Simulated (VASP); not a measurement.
# AlN (P6_3/mmc) in VASP: notebook

The runs below take AlN through single point, with PBEsol.

All numbers are computed with VASP 6.6.1; they aren't measurements. Logs are shortened: lines on timing, memory, paths and dates and some standing lists are left out, and cuts for length are marked.

## (1) The cell of the first run

The structure is hexagonal, space group P6_3/mmc (No. 194). Conventional cell: a = 3.321 Å, b = 3.321 Å, c = 4.347 Å, α = 90.00°, β = 90.00°, γ = 120.00°. Al (site symmetry -6m2) has 5 N at 1.92 to 2.17 Å within 2.5 Å. N (site symmetry -6m2) has 5 Al at 1.92 to 2.17 Å within 2.5 Å.

## (2) Single point, PBEsol

Contents of INCAR:

```
PREC = Accurate
ENCUT = 520
EDIFF = 1E-6
ISMEAR = 0
SIGMA = 0.05
LREAL = False
LASPH = True
NELM = 100
ALGO = Normal
ISIF = 2
LWAVE = False
LCHARG = False
GGA = PS
NBANDS = 16
```

Contents of KPOINTS:

```
regular mesh
0
Gamma
  9 9 6
```

Contents of POSCAR:

```
AlN
1.0
    3.3212000000      0.0000000000      0.0000000000
   -1.6606000000      2.8762435710      0.0000000000
    0.0000000000      0.0000000000      4.3470000000
Al N
2 2
Direct
    0.3333333333      0.6666666667      0.7500000000
    0.6666666667      0.3333333333      0.2500000000
    0.3333333333      0.6666666667      0.2500000000
    0.6666666667      0.3333333333      0.7500000000
```

Potentials or basis: VASP PAW PBE potentials, release 64 (Al, N).

Run with:

```console
cat potpaw_PBE.64/Al/POTCAR potpaw_PBE.64/N/POTCAR > POTCAR
mpirun -np 1 vasp_std > vasp.out
```

OUTCAR:

```text
PREC = Accurate
   ENCUT = 520
   EDIFF = 1E-6
   ISMEAR = 0
   LREAL = False
   LASPH = True
   NELM = 100
   ISIF = 2
   GGA = PS

 ion  position               nearest neighbor table
   1  0.333  0.667  0.750-   4 1.92   4 1.92   4 1.92   3 2.17   3 2.17   2 2.90   2 2.90   2 2.90
                             2 2.90   2 2.90   2 2.90
   2  0.667  0.333  0.250-   3 1.92   3 1.92   3 1.92   4 2.17   4 2.17   1 2.90   1 2.90   1 2.90
                             1 2.90   1 2.90   1 2.90
   3  0.333  0.667  0.250-   2 1.92   2 1.92   2 1.92   1 2.17   1 2.17
   4  0.667  0.333  0.750-   1 1.92   1 1.92   1 1.92   2 2.17   2 2.17

  LATTYP: Found a hexagonal cell.
 ALAT       =     3.3212000000
 C/A-ratio  =     1.3088642659

  Lattice vectors:

 A1 = (   3.3212000000,   0.0000000000,   0.0000000000)
 A2 = (  -1.6606000000,   2.8762435710,   0.0000000000)
 A3 = (   0.0000000000,   0.0000000000,   4.3470000000)

Analysis of symmetry for initial positions (statically):
=====================================================================
 Subroutine PRICEL returns:
 Original cell was already a primitive cell.

 Routine SETGRP: Setting up the symmetry group for a
 hexagonal supercell.

 Subroutine GETGRP returns: Found 24 space group operations
 (whereof 12 operations were pure point group operations)
 out of a pool of 24 trial point group operations.

The static configuration has the point symmetry D_3d.
 The point group associated with its full space group is D_6h.

Analysis of symmetry for dynamics (positions and initial velocities):
=====================================================================
 Subroutine PRICEL returns:
 Original cell was already a primitive cell.

 Routine SETGRP: Setting up the symmetry group for a
 hexagonal supercell.

 Subroutine GETGRP returns: Found 24 space group operations
 (whereof 12 operations were pure point group operations)
 out of a pool of 24 trial point group operations.

The dynamic configuration has the point symmetry D_3d.
 The point group associated with its full space group is D_6h.

 Subroutine INISYM returns: Found 24 space group operations
 (whereof 12 operations are pure point group operations),
 and found     1 'primitive' translations

----------------------------------------------------------------------------------------

                                     Primitive cell

  volume of cell :      41.5251

  direct lattice vectors                    reciprocal lattice vectors
     3.321200000  0.000000000  0.000000000     0.301095989  0.173837851  0.000000000
    -1.660600000  2.876243571  0.000000000     0.000000000  0.347675701  0.000000000
     0.000000000  0.000000000  4.347000000     0.000000000  0.000000000  0.230043708

  length of vectors
     3.321200000  3.321200000  4.347000000     0.347675701  0.347675701  0.230043708

  position of ions in fractional coordinates (direct lattice)
     0.333333333  0.666666667  0.750000000
     0.666666667  0.333333333  0.250000000
     0.333333333  0.666666667  0.250000000
     0.666666667  0.333333333  0.750000000

  ion indices of the primitive-cell ions
   primitive index   ion index
                 1           1
                 2           2
                 3           3
                 4           4

----------------------------------------------------------------------------------------

 KPOINTS: regular mesh

Automatic generation of k-mesh.
 Grid dimensions read from file:
 generate k-points for:    9    9    6

 Generating k-lattice:

  Cartesian coordinates                     Fractional coordinates (reciprocal lattice)
     0.033455110  0.019315317  0.000000000     0.111111111  0.000000000  0.000000000
     0.000000000  0.038630633  0.000000000     0.000000000  0.111111111  0.000000000
     0.000000000  0.000000000  0.038340618     0.000000000  0.000000000  0.166666667

  Length of vectors
     0.038630633  0.038630633  0.038340618

  Shift w.r.t. Gamma in fractional coordinates (k-lattice)
     0.000000000  0.000000000  0.000000000

 Subroutine IBZKPT returns following result:
 ===========================================

 Found     48 irreducible k-points:

 Following reciprocal coordinates:
            Coordinates               Weight
  0.000000  0.000000  0.000000      1.000000
  0.111111 -0.000000  0.000000      6.000000
  0.222222  0.000000  0.000000      6.000000
  0.333333  0.000000  0.000000      6.000000
  0.444444  0.000000  0.000000      6.000000
  0.111111  0.111111  0.000000      6.000000
[... 16 lines left out ...]
  0.333333  0.222222  0.166667     24.000000
  0.333333  0.333333  0.166667      4.000000
 [... further k-points ...]
   k-points           NKPTS =     48   k-points in BZ     NKDIM =     48   number of bands    NBANDS=     16
   number of dos      NEDOS =    301   number of ions     NIONS =      4
   total plane-waves  NPLWV =  25088
   dimension x,y,z NGX =    28 NGY =   28 NGZ =   32
   dimension x,y,z NGXF=    56 NGYF=   56 NGZF=   64
   ions per type =               2   2
   NGX,Y,Z   is equivalent  to a cutoff of  14.02, 14.02, 12.24 a.u.
   NGXF,Y,Z  is equivalent  to a cutoff of  28.03, 28.03, 24.48 a.u.
 SYSTEM =  unknown system
   PREC   = accura    normal or accurate (medium, high low for compatibility)
   ISTART =      0    job   : 0-new  1-cont  2-samecut
   ICHARG =      2    charge: 1-file 2-atom 10-const
   ISPIN  =      1    spin polarized calculation?
   LNONCOLLINEAR =      F non collinear calculations
   LSORBIT =      F    spin-orbit coupling
   LASPH  =      T    aspherical Exc in radial PAW
   ENCUT  =  520.0 eV  38.22 Ry    6.18 a.u.   6.18  6.18  8.08*2*pi/ulx,y,z
   NELM   =    100;   NELMIN=  2; NELMDL= -5     # of ELM steps
   EDIFF  = 0.1E-05   stopping-criterion for ELM
   LREAL  =      F    real-space projection
   EDIFFG = 0.1E-04   stopping-criterion for IOM
   NSW    =      0    number of steps for IOM
   IBRION =     -1    ionic relax: 0-MD 1-quasi-New 2-CG
   NFREE  =      0    steps in history (QN), initial steepest desc. (CG)
   ISIF   =      2    stress and relaxation
   ISYM   =      2    0-nonsym 1-usesym 2-fastsym
   POTIM  = 0.5000    time-step for ionic-motion
   TEBEG  =    0.0;   TEEND  =   0.0 temperature during run
   PSTRESS=    0.0 pullay stress
   NELECT =      16.0000    total number of electrons
   NUPDOWN=      -1.0000    fix difference up-down
   EMIN   =  10.00;   EMAX   =-10.00  energy-range for DOS
   EFERMI =   0.00;   METHOD = LEGACY
   ISMEAR =     0;   SIGMA  =   0.05  broadening in eV -4-tet -1-fermi 0-gaus
   EFERMI_NEDOS =   21; number of points for ismear=-14 and -15
   IALGO  =     38    algorithm
   IMIX   =      4    mixing-type and parameters
     AMIX     =   0.40;   BMIX     =  1.00
     AMIX_MAG =   1.60;   BMIX_MAG =  1.00
  volume/ion in A,a.u.               =      10.38        70.06
  Fermi-wavevector in a.u.,A,eV,Ry     =   1.191273  2.251180 19.308462  1.419132
  Thomas-Fermi vector in A             =   2.327339
   LORBIT       =      0    0 simple, 1 ext, 2 COOP (PROOUT), +10 PAW based schemes
   GGA     = PS    functional components
   LHFCALC =     F    Hartree Fock is set to
   AEXX    =    0.0000 exact exchange contribution
   IVDW    =     0    specifies the selected vdW correction
   LEPSILON=     F    determine dielectric tensor
   LRPA    =     F    only Hartree local field effects (RPA)
 non-spin polarized calculation
 Gauss-broadening in eV      SIGMA  =   0.05
  energy-cutoff  :      520.00
  volume of cell :       41.53
 maximum number of plane-waves:      1140
 NGX is ok and might be reduce to    28
   NGX = 13   NGY = 13   NGZ = 17

 number of electron      16.0000001 magnetization

 Free energy of the ion-electron system (eV)
  ---------------------------------------------------
  ext. energy  EPLUGINS =         0.00000000
  ---------------------------------------------------
  free energy    TOTEN  =       -30.84719669 eV

  energy without entropy =      -30.84719669  energy(sigma->0) =      -30.84719669

 E-fermi :   7.7191     XC(G=0): -11.1672

 val. band max:        7.5109186171   @ k =   0.0000   0.0000   0.0000
 cond. band min:      10.2832870629   @ k =   0.0000   0.0000   0.0000
 fundamental gap:      2.7723684458
 Fermi energy:         7.7191395695

 k-point     1 :       0.0000    0.0000    0.0000
  band No.  band energies     occupation
      1      -9.0329      2.00000
      2      -5.7527      2.00000
      3       0.6764      2.00000
      4       4.3280      2.00000
      5       4.3280      2.00000
      6       5.7836      2.00000
[... 8 lines left out ...]
     15      18.4734      0.00000
     16      19.2576      0.00000

 k-point     2 :       0.1111   -0.0000    0.0000
  band No.  band energies     occupation
      1      -8.8943      2.00000
      2      -5.7334      2.00000
      3       0.8303      2.00000
      4       3.7964      2.00000
      5       4.1355      2.00000
      6       5.2569      2.00000
[... 8 lines left out ...]
     15      18.5499      0.00000
     16      18.6538      0.00000

 k-point     3 :       0.2222    0.0000    0.0000
  band No.  band energies     occupation
      1      -8.4983      2.00000
      2      -5.7196      2.00000
      3       1.2790      2.00000
      4       2.6599      2.00000
      5       3.7407      2.00000
      6       4.3010      2.00000
[... 8 lines left out ...]
     15      17.6722      0.00000
     16      19.0952      0.00000

 k-point     4 :       0.3333    0.0000    0.0000
  band No.  band energies     occupation
      1      -7.9145      2.00000
      2      -5.8254      2.00000
      3       1.6131      2.00000
      4       1.9703      2.00000
      5       3.3803      2.00000
      6       3.4600      2.00000
[... 8 lines left out ...]
     15      18.6230      0.00000
     16      19.3495      0.00000

 k-point     5 :       0.4444    0.0000    0.0000
  band No.  band energies     occupation
      1      -7.3363      2.00000
      2      -6.0924      2.00000
      3       1.0377      2.00000
      4       2.7074      2.00000
      5       2.9652      2.00000
      6       3.1762      2.00000
[... 8 lines left out ...]
     15      19.5583      0.00000
     16      20.0736      0.00000

 k-point     6 :       0.1111    0.1111    0.0000
  band No.  band energies     occupation
      1      -8.6267      2.00000
      2      -5.7163      2.00000
      3       1.1320      2.00000
      4       3.1890      2.00000
      5       3.4660      2.00000
      6       4.8163      2.00000
[... 8 lines left out ...]
     15      18.0791      0.00000
     16      19.0776      0.00000
[... 267 lines left out ...]
 k-point    21 :       0.4444    0.1111    0.1667
  band No.  band energies     occupation
      1      -7.0531      2.00000
      2      -6.2184      2.00000
      3       0.6848      2.00000
      4       2.1265      2.00000
      5       2.6934      2.00000
      6       3.9049      2.00000
[... 8 lines left out ...]
     15      18.8260      0.00000
     16      20.1799      0.00000

 k-point    22 :       0.2222    0.2222    0.1667
  band No.  band energies     occupation
      1      -7.4822      2.00000
      2      -6.0162      2.00000
      3       1.3312      2.00000
      4       1.6661      2.00000
      5       3.2306      2.00000
      6       3.6575      2.00000
[... 8 lines left out ...]
     15      18.6854      0.00000
     16      20.0263      0.00000

 k-point    23 :       0.3333    0.2222    0.1667
  band No.  band energies     occupation
      1      -6.9590      2.00000
      2      -6.2333      2.00000
      3       1.0233      2.00000
      4       1.7745      2.00000
      5       2.4525      2.00000
      6       4.1924      2.00000
[... 8 lines left out ...]
     15      18.4671      0.00000
     16      20.0700      0.00000

 k-point    24 :       0.3333    0.3333    0.1667
  band No.  band energies     occupation
      1      -6.5395      2.00000
      2      -6.5395      2.00000
      3       1.0878      2.00000
      4       1.9333      2.00000
      5       1.9333      2.00000
      6       4.2373      2.00000
[... 8 lines left out ...]
     15      18.1803      0.00000
     16      19.8039      0.00000

 [... further k-points ...]

------------------------ aborting loop because EDIFF is reached ----------------------------------------

  FORCE on cell =-STRESS in cart. coord.  units (eV):
  Direction    XX          YY          ZZ          XY          YZ          ZX
  --------------------------------------------------------------------------------------
  -------------------------------------------------------------------------------------
  Total       -2.3369874     -2.3369874     -3.2749037      0.0000000     -0.0000000      0.0000000
  in kB      -90.1688675    -90.1688675   -126.3568470      0.0000000     -0.0000000      0.0000000
  external PRESSURE =    -102.2315274 kB  Pullay stress =       0.0000000 kB

 VOLUME and BASIS-vectors are now :
 -----------------------------------------------------------------------------
  energy-cutoff  :      520.00
  volume of cell :       41.53
      direct lattice vectors                 reciprocal lattice vectors
     3.321200000  0.000000000  0.000000000     0.301095989  0.173837851  0.000000000
    -1.660600000  2.876243571  0.000000000     0.000000000  0.347675701  0.000000000
     0.000000000  0.000000000  4.347000000     0.000000000  0.000000000  0.230043708

 POSITION                                       TOTAL-FORCE (eV/Angst)
 -----------------------------------------------------------------------------------
     -0.00000      1.91750      3.26025         0.000000      0.000000      0.000000
      1.66060      0.95875      1.08675        -0.000000     -0.000000      0.000000
     -0.00000      1.91750      1.08675        -0.000000     -0.000000      0.000000
      1.66060      0.95875      3.26025         0.000000      0.000000      0.000000
 -----------------------------------------------------------------------------------
    total drift:                                0.000000     -0.000000      0.000000

  FREE ENERGIE OF THE ION-ELECTRON SYSTEM (eV)
  ---------------------------------------------------
  free  energy   TOTEN  =       -30.8471966883 eV

  energy  without entropy=      -30.8471966882  energy(sigma->0) =      -30.84719669
```

Wall time 24 s (1 thread of Intel Xeon 6975P-C, shared host); peak memory 0.17 GiB.

Results:

| Item | Value |
| --- | --- |
| Free energy | -30.8472 eV |
| Pressure | -10.2 GPa |
| Band gap on the k mesh | 2.77 eV, direct |

Caveat: the PAW data sets were made with another functional, which shifts forces and pressure a little.

## (3) Single point, PBEsol

This run uses another cell than the first one, of 10.47 Å³/atom, 1.008 times its volume.

Contents of INCAR:

```
SYSTEM = AlN
ALGO = Normal
EDIFF = 1E-7
ENCUT = 520
GGA = PS
ISIF = 2
ISMEAR = 0
LASPH = .True.
LCHARG = .True.
LELF = .True.
LREAL = .False.
LVHAR = .True.
LWAVE = .False.
NBANDS = 16
NELM = 60
PREC = Accurate
SIGMA = 0.05
```

Contents of KPOINTS:

```
k-points
0
Gamma
  9 9 6
  0 0 0
```

Contents of POSCAR:

```
AlN
1.0
    3.4005000000      0.0000000000      0.0000000000
   -1.7002500000      2.9449193856      0.0000000000
    0.0000000000      0.0000000000      4.1814000000
Al N
2 2
Direct
    0.3333333333      0.6666666667      0.7500000000
    0.6666666667      0.3333333333      0.2500000000
    0.3333333333      0.6666666667      0.2500000000
    0.6666666667      0.3333333333      0.7500000000
```

Potentials or basis: VASP PAW PBE potentials, release 64 (Al, N).

Run with:

```console
cat potpaw_PBE.64/Al/POTCAR potpaw_PBE.64/N/POTCAR > POTCAR
mpirun -np 1 vasp_std > vasp.out
```

Wall time 24 s (1 thread of Intel Xeon 6975P-C, shared host); peak memory 0.17 GiB.

It converged, with:

```
Free energy            : -30.8153 eV
Pressure               : -13.3 GPa
Band gap on the k mesh : 2.90 eV, direct
```

Stress tensor (GPa, compression positive):
```
-14.87   0.00   0.00
  0.00 -14.87   0.00
  0.00   0.00 -10.20
```

Levels at points of the mesh, in eV from the valence-band top:
```
           k point  band 5  band 6  band 7  band 8  band 9  band 10  band 11  band 12
(0.00, 0.00, 0.00)   -3.10   -1.35   -1.35    0.00    2.90     3.95     7.84     7.84
(0.00, 0.00, 0.50)   -2.26   -2.26   -2.26   -2.26    5.36     5.36     8.01     8.01
```

Caveat: the PAW data sets were made with another functional, which shifts forces and pressure a little.
